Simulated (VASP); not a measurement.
Runs of VASP 6.6.1 on BeS. The structure is that of space group F-43m (No. 216), or close to it. The cells are those of the table. 

```tsv
task	level	cell	k mesh	cutoff (eV)	smearing	grid for exact exchange (PRECFOCK)	share of exact exchange	screening parameter	gap on the mesh (eV)	pressure (GPa)
single point	HSE06	a = 3.443 Å, angles 60.0°, 2 atoms	6 × 6 × 6	520	gaussian 0.01 eV	Normal	0.25	0.2079 1/Å	4.08	-1.1
relaxation of cell and atoms	r2SCAN	relaxed from a = 3.448 Å, angles 60.0°, 2 atoms	8 × 8 × 8	600	fermi-dirac 0.02 eV	-	-	-	3.60	0.0
single point	PBE0	a = 3.443 Å, angles 60.0°, 2 atoms	6 × 6 × 6	520	gaussian 0.01 eV	Normal	0.25	-	4.80	-1.1
dielectric tensor	PBE	a = 3.443 Å, angles 60.0°, 2 atoms	8 × 8 × 8	520	gaussian 0.01 eV	-	-	-	(b)	-
single point	HSE06	a = 3.432 Å, angles 60.0°, 2 atoms	6 × 6 × 6	520	fermi-dirac 0.02 eV	Normal	0.25	0.2079 1/Å	4.05	(a)
```

Alike in all rows: potentials or basis VASP PAW PBE potentials, release 64 (Be, S); no spin polarisation.

Problem. Estimate the missing entries.

Solution. (a) -0.1; (b) 3.14.

Caveats: the PAW data sets were made with another functional, which shifts forces and pressure a little (at least some runs).

A k mesh can miss the band edges.
